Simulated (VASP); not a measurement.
Crystal: MnF2.

```
CELL_PARAMETERS angstrom
4.87380 0.00000 0.00000
0.00000 4.87380 0.00000
0.00000 0.00000 3.31070
ATOMIC_POSITIONS crystal
Mn 0.00000 0.00000 0.00000
Mn 0.50000 0.50000 0.50000
F 0.30530 0.30530 0.00000
F 0.19470 0.80530 0.50000
F 0.69470 0.69470 0.00000
F 0.80530 0.19470 0.50000
```

Base run:

* Program: VASP 6.6.1
* Functional: PBE
* Potentials or basis: VASP PAW PBE potentials, release 64 (Mn_pv, F)
* Cutoff: 520 eV
* k mesh: 6 × 6 × 8
* Occupations: fermi-dirac, width 0.05 eV
* Spin: no spin polarisation

Its results: band gap on the k mesh zero (bands 27 and 28 overlap by 0.19 eV); pressure -15.7 GPa; largest force 0.031 eV/Å.

Task: The run is repeated on the same cell with these changes: functional from PBE to r2SCAN. What comes out?

Result: Band gap on the k mesh zero (bands 27 and 28 overlap by 0.17 eV); pressure -19.2 GPa; largest force 0.037 eV/Å.

Caveats: the cell stands under tension; the run has no spin polarisation, though such a crystal can be magnetic; semilocal functionals often make such compounds metallic where correlation or magnetic order opens a gap, which also shifts bond lengths; the PAW data sets were made with another functional, which shifts forces and pressure a little (at least some runs).
